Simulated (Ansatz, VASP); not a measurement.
NiMoIrPdW: VASP beside Ansatz

```
CELL_PARAMETERS angstrom
2.76609 0.00000 0.00000
-1.38305 2.39551 0.00000
0.00000 0.00000 11.02278
ATOMIC_POSITIONS crystal
Ni 0.33333 0.66667 0.59711
Mo 0.00000 0.00000 0.41074
Pd 0.66667 0.33333 0.79520
Ir 0.66667 0.33333 0.19961
W 0.33333 0.66667 0.99734
```

Alike in both runs: functional PBE; k mesh 12 × 12 × 4; occupations gaussian, width 0.1 eV; no spin polarisation.

Ansatz relaxed the structure, and its values are those at the end. VASP's run is a single point on that final structure, the one shown.

|  | VASP | Ansatz |
| --- | --- | --- |
| version | VASP 6.6.1 | Ansatz 0.2.0 |
| potentials or method | VASP PAW PBE potentials, release 64 (Ni, Mo_sv, Pd, Ir, W_sv), cutoff 520 eV | scalar-relativistic, plane waves, PAW |
| valence electrons in the cell | 57 | 81 |

VASP gave:

```
gap on the k mesh at the Fermi level (eV) : none
pressure (GPa)                            : 0.4
rms of the force components (eV/Å)        : 0.011
```

Question: Estimate Ansatz's values.

Answer: gap on the k mesh at the Fermi level (eV): none; pressure (GPa): 0.0; rms of the force components (eV/Å): 0.002.

A gap of «none» marks a metal or a gap that the smearing closes. VASP's potentials hold 57 valence electrons a cell and Ansatz's 81, so a difference there can come from the potentials and not from the codes.

Neither program's run includes spin-orbit coupling.
